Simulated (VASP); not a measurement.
Runs of VASP 6.6.1 on TiCo3. The structure is that of space group Pm-3m (No. 221), or close to it. The cells are those of the table. 

```csv
cell,k mesh,smearing,gap on the mesh (eV),pressure (GPa),moment (μB)
"a = 3.614 Å, 4 atoms",2 × 2 × 2,gaussian 0.1 eV,none,-13.8,0.00
"a = 3.614 Å, 4 atoms",10 × 10 × 10,gaussian 0.1 eV,none,-4.1,2.77
"a = 3.614 Å, 4 atoms",6 × 6 × 6,gaussian 0.1 eV,none,-4.3,2.74
"a = 3.614 Å, 4 atoms",4 × 4 × 4,gaussian 0.1 eV,none,(b),2.94
"a = 3.614 Å, 4 atoms",6 × 6 × 6,gaussian 0.4 eV,none,(d),2.75
"a = 3.587 Å, 4 atoms",12 × 12 × 12,gaussian 0.1 eV,none,-8.2,0.00
"a = 3.614 Å, 4 atoms",6 × 6 × 6,gaussian 0.01 eV,none,-4.3,2.74
"a = 3.614 Å, 4 atoms",6 × 6 × 6,gaussian 0.2 eV,none,(c),2.74
"a = 3.614 Å, 4 atoms","6 × 6 × 6, shifted",gaussian 0.1 eV,none,-12.6,0.00
"a = 3.614 Å, 4 atoms",6 × 6 × 6,gaussian 0.05 eV,none,-4.3,2.74
"a = 3.614 Å, 4 atoms",14 × 14 × 14,gaussian 0.1 eV,none,-4.1,(a)
"a = 3.614 Å, 4 atoms",8 × 8 × 8,gaussian 0.1 eV,none,-3.7,2.89
```

Alike in all rows: task single point; level r2SCAN; potentials or basis VASP PAW PBE potentials, release 64 (Ti_sv, Co); spin collinear, ferrimagnetic start; cutoff (eV) 520.

**Question.** Estimate the missing entries.

**Answer.** (a) 2.79; (b) -3.6; (c) -4.2; (d) -4.0.

Caveats: some runs use coarse meshes; the PAW data sets were made with another functional, which shifts forces and pressure a little; the cell stands under tension (at least some runs); so wide a smearing shifts energies and pressures (at least some runs).

A gap of «none» marks levels without a gap at the run's occupations.
